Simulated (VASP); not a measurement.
# CsSnBr3 (Pm-3m) in VASP: settings compared, part 2 of 2

VASP 6.6.1. The steps go on from the part before.

## Step 5: Relaxation of cell and atoms, PBE

This run uses another cell than the first one, of 27.95 Å³/atom, 0.701 times its volume.

Contents of INCAR:

```
SYSTEM = CsSnBr3
ALGO = Normal
EDIFF = 1E-7
EDIFFG = -0.005
ENCUT = 500
GGA = PE
GGA_COMPAT = .FALSE.
IBRION = 2
ISIF = 3
ISMEAR = -1
LASPH = .TRUE.
LCHARG = .FALSE.
LREAL = .FALSE.
LWAVE = .FALSE.
NELM = 120
NELMIN = 4
NSW = 80
PREC = Accurate
SIGMA = 0.02
```

Contents of KPOINTS:

```
k-points
0
G
  4 4 4
  0 0 0
```

Contents of POSCAR:

```
CsSnBr3
1.0
    5.1895000000      0.0000000000      0.0000000000
    0.0000000000      5.1895000000      0.0000000000
    0.0000000000      0.0000000000      5.1895000000
Cs Sn Br
1 1 3
Direct
    0.0000000000      0.0000000000      0.0000000000
    0.5000000000      0.5000000000      0.5000000000
    0.5000000000      0.5000000000      0.0000000000
    0.5000000000      0.0000000000      0.5000000000
    0.0000000000      0.5000000000      0.5000000000
```

Potentials or basis: VASP PAW PBE potentials, release 64 (Cs_sv, Sn_d, Br).

Run with:

```console
$ cat potpaw_PBE.64/Cs_sv/POTCAR potpaw_PBE.64/Sn_d/POTCAR potpaw_PBE.64/Br/POTCAR > POTCAR
$ mpirun -np 1 vasp_std > vasp.out
```

OUTCAR:

```text
SYSTEM = CsSnBr3
   EDIFF = 1E-7
   EDIFFG = -0.005
   ENCUT = 500
   GGA = PE
   IBRION = 2
   ISIF = 3
   ISMEAR = -1
   LASPH = .TRUE.
   LREAL = .FALSE.
   NELM = 120
   NELMIN = 4
   NSW = 80
   PREC = Accurate

 ion  position               nearest neighbor table
   1  0.000  0.000  0.000-
   2  0.500  0.500  0.500-   3 2.59   4 2.59   5 2.59   3 2.59   4 2.59   5 2.59
   3  0.500  0.500  0.000-   2 2.59   2 2.59
   4  0.500  0.000  0.500-   2 2.59   2 2.59
   5  0.000  0.500  0.500-   2 2.59   2 2.59

  LATTYP: Found a simple cubic cell.
 ALAT       =     5.1895000000

  Lattice vectors:

 A1 = (   5.1895000000,   0.0000000000,   0.0000000000)
 A2 = (   0.0000000000,   5.1895000000,   0.0000000000)
 A3 = (   0.0000000000,   0.0000000000,   5.1895000000)

Analysis of symmetry for initial positions (statically):
=====================================================================
 Subroutine PRICEL returns:
 Original cell was already a primitive cell.

 Routine SETGRP: Setting up the symmetry group for a
 simple cubic supercell.

 Subroutine GETGRP returns: Found 48 space group operations
 (whereof 48 operations were pure point group operations)
 out of a pool of 48 trial point group operations.

The static configuration has the point symmetry O_h .

Analysis of symmetry for dynamics (positions and initial velocities):
=====================================================================
 Subroutine PRICEL returns:
 Original cell was already a primitive cell.

 Routine SETGRP: Setting up the symmetry group for a
 simple cubic supercell.

 Subroutine GETGRP returns: Found 48 space group operations
 (whereof 48 operations were pure point group operations)
 out of a pool of 48 trial point group operations.

The dynamic configuration has the point symmetry O_h .
[... 93 lines left out ...]
   NSW    =     80    number of steps for IOM
   IBRION =      2    ionic relax: 0-MD 1-quasi-New 2-CG
   NFREE  =      1    steps in history (QN), initial steepest desc. (CG)
   ISIF   =      3    stress and relaxation
   ISYM   =      2    0-nonsym 1-usesym 2-fastsym
   POTIM  = 0.5000    time-step for ionic-motion
   TEBEG  =    0.0;   TEEND  =   0.0 temperature during run
   PSTRESS=    0.0 pullay stress
   NELECT =      44.0000    total number of electrons
   NUPDOWN=      -1.0000    fix difference up-down
   EMIN   =  10.00;   EMAX   =-10.00  energy-range for DOS
   EFERMI =   0.00;   METHOD = LEGACY
   ISMEAR =    -1;   SIGMA  =   0.02  broadening in eV -4-tet -1-fermi 0-gaus
   EFERMI_NEDOS =   21; number of points for ismear=-14 and -15
   IALGO  =     38    algorithm
   IMIX   =      4    mixing-type and parameters
     AMIX     =   0.40;   BMIX     =  1.00
     AMIX_MAG =   1.60;   BMIX_MAG =  1.00
  volume/ion in A,a.u.               =      27.95       188.63
  Fermi-wavevector in a.u.,A,eV,Ry     =   1.113697  2.104581 16.875578  1.240320
  Thomas-Fermi vector in A             =   2.250284
   LORBIT       =      0    0 simple, 1 ext, 2 COOP (PROOUT), +10 PAW based schemes
   GGA     = PE    functional components
   LHFCALC =     F    Hartree Fock is set to
   AEXX    =    0.0000 exact exchange contribution
   IVDW    =     0    specifies the selected vdW correction
   LEPSILON=     F    determine dielectric tensor
   LRPA    =     F    only Hartree local field effects (RPA)
 conjugate gradient relaxation of ions
 non-spin polarized calculation
  energy-cutoff  :      500.00
  volume of cell :      139.76
 maximum number of plane-waves:      3575
 NGX is ok and might be reduce to    40
   NGX = 19   NGY = 19   NGZ = 19

--------------------------------------- Ionic step        1  -------------------------------------------

 number of electron      43.9999988 magnetization

 Free energy of the ion-electron system (eV)
  ---------------------------------------------------
  ext. energy  EPLUGINS =         0.00000000
  ---------------------------------------------------
  free energy    TOTEN  =       -13.17595302 eV

  energy without entropy =      -13.17349609  energy(sigma->0) =      -13.17472455

------------------------ aborting loop because EDIFF is reached ----------------------------------------

  FORCE on cell =-STRESS in cart. coord.  units (eV):
  Direction    XX          YY          ZZ          XY          YZ          ZX
  --------------------------------------------------------------------------------------
  -------------------------------------------------------------------------------------
  Total       15.5628687     15.5628687     15.5628687     -0.0000000     -0.0000000     -0.0000000
  in kB      178.4118459    178.4118459    178.4118459     -0.0000000     -0.0000000     -0.0000000
  external PRESSURE =     178.4118459 kB  Pullay stress =       0.0000000 kB
[... 104 lines left out ...]
--------------------------------------- Ionic step        4  -------------------------------------------

 number of electron      43.9999989 magnetization

 Free energy of the ion-electron system (eV)
  ---------------------------------------------------
  ext. energy  EPLUGINS =         0.00000000
  ---------------------------------------------------
  free energy    TOTEN  =       -15.77916946 eV

  energy without entropy =      -15.77916946  energy(sigma->0) =      -15.77916946

 E-fermi :   2.0546     XC(G=0):  -7.5153

 val. band max:        1.7308653708   @ k =   0.5000   0.5000   0.5000
 cond. band min:       2.4000403948   @ k =   0.5000   0.5000   0.5000
 fundamental gap:      0.6691750240
 Fermi energy:         2.0545951513

 k-point     1 :       0.0000    0.0000    0.0000
  band No.  band energies     occupation
      1     -20.3442      2.00000
      2     -20.3442      2.00000
      3     -20.3400      2.00000
      4     -20.3239      2.00000
      5     -20.3239      2.00000
      6     -20.3239      2.00000
[... 311 lines left out ...]
  FREE ENERGIE OF THE ION-ELECTRON SYSTEM (eV)
  ---------------------------------------------------
  free  energy   TOTEN  =       -15.7791694647 eV

  energy  without entropy=      -15.7791694626  energy(sigma->0) =      -15.77916946

 reached required accuracy - stopping structural energy minimisation
```

OSZICAR:

```text
N       E                     dE             d eps       ncg     rms          rms(c)
DAV:   1     0.442104884488E+03    0.44210E+03   -0.19694E+04   522   0.175E+03
DAV:   2     0.493220438454E+02   -0.39278E+03   -0.38365E+03   576   0.416E+02
DAV:   3    -0.106812259108E+02   -0.60003E+02   -0.58611E+02   636   0.152E+02
[... 46 lines left out ...]
DAV:   5    -0.157791730288E+02    0.87751E-04   -0.14018E-04   674   0.117E-01    0.206E-02
DAV:   6    -0.157791691419E+02    0.38869E-05   -0.16507E-05   576   0.412E-02    0.393E-03
DAV:   7    -0.157791687238E+02    0.41808E-06   -0.78188E-07   670   0.815E-03    0.210E-03
DAV:   8    -0.157791693834E+02   -0.65964E-06   -0.32156E-07   482   0.489E-03    0.423E-04
DAV:   9    -0.157791694647E+02   -0.81285E-07   -0.37490E-08   324   0.189E-03
   4 F= -.15779169E+02 E0= -.15779169E+02  d E =-.260322E+01
```

Wall time 74 s (1 thread of AMD EPYC 9R45 (Zen 5), shared host); peak memory 0.23 GiB.

What came out:

* Free energy: -15.7792 eV
* Relaxed volume: 41.21 Å³/atom
* Relaxed cell: a = 5.907 Å, b = 5.907 Å, c = 5.907 Å, α = 90.00°, β = 90.00°, γ = 90.00°
* Space group after relaxing (to 0.05 Å): Pm-3m (No. 221)
* Energy gained by relaxing: 520.6 meV/atom
* Ionic steps: 4
* Pressure after relaxing: 0.0 GPa
* Band gap on the k mesh: 0.67 eV, direct

The path:
```csv
step,energy change (eV),largest force (eV/Å),pressure (GPa),volume (Å³)
1,0.0000,0.0000,17.84,139.76
2,-2.5906,0.0000,-0.59,212.64
3,-2.6022,0.0000,0.18,204.12
4,-2.6032,0.0000,-0.01,206.06
```

Final structure:
```
Cs Sn Br
1.0
     5.90656    0.00000    0.00000
     0.00000    5.90656    0.00000
     0.00000    0.00000    5.90656
Cs Sn Br
1 1 3
Direct
  0.00000 0.00000 0.00000
  0.50000 0.50000 0.50000
  0.50000 0.50000 0.00000
  0.50000 0.00000 0.50000
  0.00000 0.50000 0.50000
```

Levels at points of the mesh, in eV from the valence-band top:
| k point | band 19 | band 20 | band 21 | band 22 | band 23 | band 24 | band 25 | band 26 |
| --- | --- | --- | --- | --- | --- | --- | --- | --- |
| (0.00, 0.00, 0.00) | -2.72 | -2.61 | -2.61 | -2.61 | 2.45 | 3.55 | 3.55 | 4.19 |
| (0.50, 0.00, 0.00) | -2.84 | -2.71 | -2.71 | -1.85 | 1.59 | 3.85 | 4.37 | 4.54 |
| (0.50, 0.50, 0.00) | -2.96 | -2.96 | -2.27 | -0.90 | 1.16 | 1.16 | 3.98 | 4.59 |
| (0.50, 0.50, 0.50) | -2.25 | -2.25 | -2.25 | 0.00 | 0.67 | 0.67 | 0.67 | 3.93 |

Caveat: the volume moved by over 15 % at a fixed basis, so the end points are rough; spin-orbit coupling is left out, which moves the levels of the heavy elements.

## Step 6: Single point, r2SCAN

POSCAR: that of step 5 with these lines changed.

```diff
@@ -2,5 +2,5 @@
 1.0
-    5.1895000000      0.0000000000      0.0000000000
-    0.0000000000      5.1895000000      0.0000000000
-    0.0000000000      0.0000000000      5.1895000000
+    5.8411484913      0.0000000000      0.0000000000
+    0.0000000000      5.8411484913      0.0000000000
+    0.0000000000      0.0000000000      5.8411484913
 Cs Sn Br
```

Contents of INCAR.step1:

```
SYSTEM = CsSnBr3
ALGO = Normal
EDIFF = 1E-5
ENCUT = 550
GGA = PE
GGA_COMPAT = .FALSE.
ISMEAR = -1
LASPH = .TRUE.
LCHARG = .FALSE.
LREAL = .FALSE.
LWAVE = .TRUE.
NBANDS = 30
NELM = 120
PREC = Accurate
SIGMA = 0.02
```

Contents of INCAR.step2:

```
SYSTEM = CsSnBr3
ALGO = Normal
EDIFF = 1E-6
ENCUT = 550
GGA_COMPAT = .FALSE.
ISIF = 2
ISMEAR = -1
ISTART = 1
LASPH = .TRUE.
LCHARG = .FALSE.
LMIXTAU = .TRUE.
LREAL = .FALSE.
LWAVE = .FALSE.
METAGGA = R2SCAN
NBANDS = 30
NELM = 120
PREC = Accurate
SIGMA = 0.02
```

KPOINTS is that of step 5.

Potentials or basis: VASP PAW PBE potentials, release 64 (Cs_sv, Sn_d, Br).

Run with:

```console
$ cat potpaw_PBE.64/Cs_sv/POTCAR potpaw_PBE.64/Sn_d/POTCAR potpaw_PBE.64/Br/POTCAR > POTCAR
$ cp INCAR.step1 INCAR
$ mpirun -np 1 vasp_std > vasp.out
$ cp INCAR.step2 INCAR
$ mpirun -np 1 vasp_std > vasp.out
```

Run time: 2.8 min. Hardware: 1 thread of AMD EPYC 9R45 (Zen 5), shared host; peak memory 0.37 GiB.

Results (log left out):

```yaml
Free_energy: -96.2786 eV
Pressure: 0.0 GPa
Band_gap_on_the_k_mesh: 0.69 eV, direct
```

Levels at points of the mesh, in eV from the valence-band top:
```
           k point  band 19  band 20  band 21  band 22  band 23  band 24  band 25  band 26
(0.00, 0.00, 0.00)    -3.29    -3.16    -3.16    -3.16     2.60     3.52     3.52     4.25
(0.50, 0.00, 0.00)    -3.42    -3.28    -3.28    -2.14     1.66     4.02     4.58     4.61
(0.50, 0.50, 0.00)    -3.54    -3.54    -2.80    -1.04     1.20     1.20     4.19     4.77
(0.50, 0.50, 0.50)    -2.79    -2.79    -2.79     0.00     0.69     0.69     0.69     4.16
```

Caveat: the PAW data sets were made with another functional, which shifts forces and pressure a little; spin-orbit coupling is left out, which moves the levels of the heavy elements. r2SCAN opens gaps a little over a GGA but as a rule still falls short of measured ones.

## Step 7: Overview

```tsv
task	level	potentials or basis	cell	cutoff (eV)	smearing	gap on the mesh (eV)	pressure (GPa)
single point	PBE	VASP PAW PBE potentials, release 64 (Cs_sv, Sn_d, Br)	a = 5.841 Å, 5 atoms	500	fermi-dirac 0.02 eV	0.50	0.7
single point	LDA	VASP PAW LDA potentials, release 64 (Cs_sv, Sn_d, Br)	a = 5.841 Å, 5 atoms	500	gaussian 0.01 eV	0.41	-1.7
single point	PBE	VASP PAW PBE potentials, release 64 (Cs_sv, Sn_d, Br)	a = 5.907 Å, 5 atoms	500	fermi-dirac 0.02 eV	0.67	0.0
relaxation of cell and atoms	PBE	VASP PAW PBE potentials, release 64 (Cs_sv, Sn_d, Br)	relaxed from a = 5.189 Å, 5 atoms	500	fermi-dirac 0.02 eV	0.67	0.0
single point	r2SCAN	VASP PAW PBE potentials, release 64 (Cs_sv, Sn_d, Br)	a = 5.841 Å, 5 atoms	550	fermi-dirac 0.02 eV	0.69	0.0
```

Alike in all rows: no spin polarisation; k mesh 4 × 4 × 4.

Caveats: spin-orbit coupling is left out, which moves the levels of the heavy elements; the volume moved by over 15 % at a fixed basis, so the end points are rough (some runs); the PAW data sets were made with another functional, which shifts forces and pressure a little (some runs).

Absolute energies hang on the potentials; compare differences alone.
